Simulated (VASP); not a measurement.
## Mo: single point with RPBE+D3(BJ)

Mo:

```
Mo
1.0
    -1.50363    1.50363    1.50363
     1.50363   -1.50363    1.50363
     1.50363    1.50363   -1.50363
Mo
1
Direct
  0.00000 0.00000 0.00000
```

```
Program                : VASP 6.6.1
Task                   : single point
Functional             : RPBE
Dispersion             : D3(BJ)
Potentials or basis    : VASP PAW PBE potentials, release 64 (Mo_sv)
Cutoff                 : 520 eV
k mesh                 : 12 × 12 × 12
Occupations            : fermi-dirac, width 0.05 eV
Spin                   : no spin polarisation
Dipole correction      : no
Further INCAR settings : ALGO = Normal; EDIFF = 1e-06; NBANDS = 13
```

| Property | Result |
| --- | --- |
| Pressure | 1.0 GPa |
| Band gap on the k mesh | zero (band 7 reaches 19.85 eV, above the bottom of band 8 at 13.37 eV) |
| Dispersion energy per atom | -4.829 eV |

Levels at points of the mesh, in eV from the Fermi level:
| k point | band 5 | band 6 | band 7 | band 8 | band 9 | band 10 |
| --- | --- | --- | --- | --- | --- | --- |
| (0.00, 0.00, 0.00) | -7.58 | -1.65 | -1.65 | -1.65 | 1.93 | 1.93 |
| (0.50, 0.00, 0.00) | -6.19 | -4.11 | 2.06 | 2.31 | 2.81 | 5.81 |
| (0.50, 0.50, 0.50) | -6.59 | -6.59 | 4.84 | 4.84 | 4.84 | 10.29 |

Run time: 14 s on 1 thread of Intel Xeon 8259CL, with other jobs on the host, peak memory 0.14 GiB.

Caveat: the PAW data sets were made with another functional, which shifts forces and pressure a little; pairwise dispersion overbinds metals, which lowers pressure and volume.
